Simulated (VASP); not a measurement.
# CdS (F-43m) in VASP: further runs, part 2 of 2

VASP 6.6.1. The steps go on from the part before.

## Step 4: Electric field gradients, PBE (volume scaled by 1.02)

Contents of INCAR:

```
SYSTEM = CdS
PREC     = Accurate       ! precision mode
ENCUT    = 520            ! plane-wave cutoff, eV
EDIFF    = 1E-8           ! SCF threshold, eV
ISMEAR   = -1             ! smearing method
SIGMA    = 0.02           ! smearing width, eV
LREAL    = .False.        ! projectors in reciprocal space
LASPH    = .True.         ! aspherical terms in the spheres
NELM     = 100            ! most SCF steps
ALGO     = Normal         ! electronic algorithm
ISIF     = 2              ! what is computed and relaxed
LWAVE    = .False.        ! write WAVECAR
LCHARG   = .False.        ! write CHGCAR
GGA      = PE             ! functional
LEFG     = .True.       
NBANDS   = 16             ! bands
```

Contents of KPOINTS:

```
regular mesh
0
Gamma
  7 7 7
  0 0 0
```

Contents of POSCAR:

```
CdS
1.0
    0.0000000000      2.9624437910      2.9624437910
    2.9624437910      0.0000000000      2.9624437910
    2.9624437910      2.9624437910      0.0000000000
Cd S
1 1
Direct
    0.0000000000      0.0000000000      0.0000000000
    0.7500000000      0.7500000000      0.7500000000
```

Potentials or basis: VASP PAW PBE potentials, release 64 (Cd, S).

Command:

```
cat potpaw_PBE.64/Cd/POTCAR potpaw_PBE.64/S/POTCAR > POTCAR
mpirun -np 1 vasp_std > vasp.out
```

OUTCAR:

```text
SYSTEM = CdS
   PREC = Accurate
   ENCUT = 520
   EDIFF = 1E-8
   ISMEAR = -1
   LREAL = .False.
   LASPH = .True.
   NELM = 100
   ISIF = 2
   GGA = PE

 ion  position               nearest neighbor table
   1  0.000  0.000  0.000-   2 2.57   2 2.57   2 2.57   2 2.57
   2  0.750  0.750  0.750-   1 2.57   1 2.57   1 2.57   1 2.57

  LATTYP: Found a face centered cubic cell.
 ALAT       =     5.9248875820

  Lattice vectors:

 A1 = (   0.0000000000,   2.9624437910,   2.9624437910)
 A2 = (   2.9624437910,   0.0000000000,   2.9624437910)
 A3 = (   2.9624437910,   2.9624437910,   0.0000000000)

Analysis of symmetry for initial positions (statically):
=====================================================================
 Subroutine PRICEL returns:
 Original cell was already a primitive cell.

 Routine SETGRP: Setting up the symmetry group for a
 face centered cubic supercell.

 Subroutine GETGRP returns: Found 24 space group operations
 (whereof 24 operations were pure point group operations)
 out of a pool of 48 trial point group operations.

The static configuration has the point symmetry T_d .

Analysis of symmetry for dynamics (positions and initial velocities):
=====================================================================
 Subroutine PRICEL returns:
 Original cell was already a primitive cell.

 Routine SETGRP: Setting up the symmetry group for a
 face centered cubic supercell.

 Subroutine GETGRP returns: Found 24 space group operations
 (whereof 24 operations were pure point group operations)
 out of a pool of 48 trial point group operations.

The dynamic configuration has the point symmetry T_d .

 Subroutine INISYM returns: Found 24 space group operations
 (whereof 24 operations are pure point group operations),
 and found     1 'primitive' translations

----------------------------------------------------------------------------------------

                                     Primitive cell

  volume of cell :      51.9972

  direct lattice vectors                    reciprocal lattice vectors
     0.000000000  2.962443791  2.962443791    -0.168779574  0.168779574  0.168779574
     2.962443791  0.000000000  2.962443791     0.168779574 -0.168779574  0.168779574
     2.962443791  2.962443791  0.000000000     0.168779574  0.168779574 -0.168779574

  length of vectors
     4.189528187  4.189528187  4.189528187     0.292334797  0.292334797  0.292334797

  position of ions in fractional coordinates (direct lattice)
     0.000000000  0.000000000  0.000000000
     0.750000000  0.750000000  0.750000000

  ion indices of the primitive-cell ions
   primitive index   ion index
                 1           1
                 2           2

----------------------------------------------------------------------------------------

 KPOINTS: regular mesh

Automatic generation of k-mesh.
 Grid dimensions read from file:
 generate k-points for:    7    7    7
[... 59 lines left out ...]
   EDIFF  = 0.1E-07   stopping-criterion for ELM
   LREAL  =      F    real-space projection
   EDIFFG = 0.1E-06   stopping-criterion for IOM
   NSW    =      0    number of steps for IOM
   IBRION =     -1    ionic relax: 0-MD 1-quasi-New 2-CG
   NFREE  =      0    steps in history (QN), initial steepest desc. (CG)
   ISIF   =      2    stress and relaxation
   ISYM   =      2    0-nonsym 1-usesym 2-fastsym
   POTIM  = 0.5000    time-step for ionic-motion
   TEBEG  =    0.0;   TEEND  =   0.0 temperature during run
   PSTRESS=    0.0 pullay stress
   NELECT =      18.0000    total number of electrons
   NUPDOWN=      -1.0000    fix difference up-down
   EMIN   =  10.00;   EMAX   =-10.00  energy-range for DOS
   EFERMI =   0.00;   METHOD = LEGACY
   ISMEAR =    -1;   SIGMA  =   0.02  broadening in eV -4-tet -1-fermi 0-gaus
   EFERMI_NEDOS =   21; number of points for ismear=-14 and -15
   IALGO  =     38    algorithm
   IMIX   =      4    mixing-type and parameters
     AMIX     =   0.40;   BMIX     =  1.00
     AMIX_MAG =   1.60;   BMIX_MAG =  1.00
  volume/ion in A,a.u.               =      26.00       175.45
  Fermi-wavevector in a.u.,A,eV,Ry     =   1.149491  2.172223 17.977778  1.321329
  Thomas-Fermi vector in A             =   2.286160
   LORBIT       =      0    0 simple, 1 ext, 2 COOP (PROOUT), +10 PAW based schemes
   GGA     = PE    functional components
[... 5 lines left out ...]
 non-spin polarized calculation
  energy-cutoff  :      520.00
  volume of cell :       52.00
 maximum number of plane-waves:      1416
   NGX = 15   NGY = 15   NGZ = 15

 number of electron      18.0000002 magnetization

 Free energy of the ion-electron system (eV)
  ---------------------------------------------------
  ext. energy  EPLUGINS =         0.00000000
  ---------------------------------------------------
  free energy    TOTEN  =        -6.14658098 eV

  energy without entropy =       -6.14658098  energy(sigma->0) =       -6.14658098

 E-fermi :   1.3856     XC(G=0):  -8.9316

 val. band max:        0.9250267965   @ k =   0.0000   0.0000   0.0000
 cond. band min:       1.9702316938   @ k =   0.0000   0.0000   0.0000
 fundamental gap:      1.0452048973
 Fermi energy:         1.3856433475

 k-point     1 :       0.0000    0.0000    0.0000
  band No.  band energies     occupation
      1     -11.1682      2.00000
      2      -6.6464      2.00000
      3      -6.6464      2.00000
      4      -6.6464      2.00000
      5      -6.2281      2.00000
      6      -6.2281      2.00000
[... 357 lines left out ...]
      3      -6.4180      2.00000
      4      -6.2709      2.00000
      5      -6.2110      2.00000
      6      -5.6928      2.00000
[... 8 lines left out ...]
     15      13.1095      0.00000
     16      14.7089      0.00000

------------------------ aborting loop because EDIFF is reached ----------------------------------------

  FORCE on cell =-STRESS in cart. coord.  units (eV):
  Direction    XX          YY          ZZ          XY          YZ          ZX
  --------------------------------------------------------------------------------------
  -------------------------------------------------------------------------------------
  Total        0.1111189      0.1111189      0.1111189     -0.0000000      0.0000000     -0.0000000
  in kB        3.4238765      3.4238765      3.4238765     -0.0000000      0.0000000     -0.0000000
  external PRESSURE =       3.4238765 kB  Pullay stress =       0.0000000 kB

 VOLUME and BASIS-vectors are now :
 -----------------------------------------------------------------------------
  energy-cutoff  :      520.00
  volume of cell :       52.00
      direct lattice vectors                 reciprocal lattice vectors
     0.000000000  2.962443791  2.962443791    -0.168779574  0.168779574  0.168779574
     2.962443791  0.000000000  2.962443791     0.168779574 -0.168779574  0.168779574
     2.962443791  2.962443791  0.000000000     0.168779574  0.168779574 -0.168779574

 POSITION                                       TOTAL-FORCE (eV/Angst)
 -----------------------------------------------------------------------------------
      0.00000      0.00000      0.00000         0.000000     -0.000000      0.000000
      4.44367      4.44367      4.44367        -0.000000      0.000000     -0.000000
 -----------------------------------------------------------------------------------
    total drift:                                0.000000      0.000000      0.000000

  FREE ENERGIE OF THE ION-ELECTRON SYSTEM (eV)
  ---------------------------------------------------
  free  energy   TOTEN  =        -6.1465809841 eV

  energy  without entropy=       -6.1465809841  energy(sigma->0) =       -6.14658098

 Electric field gradients (V/A^2)
---------------------------------------------------------------------
 ion       V_xx      V_yy      V_zz      V_xy      V_xz      V_yz
---------------------------------------------------------------------
   1      -0.000     0.000     0.000     0.001     0.001     0.001
   2      -0.000     0.000    -0.000    -0.000    -0.000    -0.000
---------------------------------------------------------------------

 Electric field gradients after diagonalization (V/A^2)
 (convention: |V_zz| > |V_xx| > |V_yy|)
----------------------------------------------------------------------
 ion       V_xx      V_yy      V_zz     asymmetry (V_yy - V_xx)/ V_zz
----------------------------------------------------------------------
   1      -0.001    -0.001     0.002       0.000
   2       0.000     0.000    -0.001       0.000
----------------------------------------------------------------------

           NMR quadrupolar parameters

 Cq : quadrupolar parameter    Cq=e*Q*V_zz/h
 eta: asymmetry parameters     (V_yy - V_xx)/ V_zz
 Q  : nuclear electric quadrupole moment in mb (millibarn)
----------------------------------------------------------------------
 ion       Cq(MHz)       eta       Q (mb)
----------------------------------------------------------------------
   1       0.000       0.000       1.000
   2      -0.000       0.000       1.000
----------------------------------------------------------------------
```

Wall time 20 s (1 thread of Intel Xeon Platinum 8259CL at 2.50GHz (Skylake/Cascade Lake), shared host); peak memory 0.18 GiB.

Results:

```yaml
Free_energy: -6.1466 eV
Pressure: 0.3 GPa
Band_gap_on_the_k_mesh: 1.05 eV, direct
```

Caveat: without QUAD_EFG the Cq values of the log hold for a quadrupole moment of 1 mb, not for the nuclei.
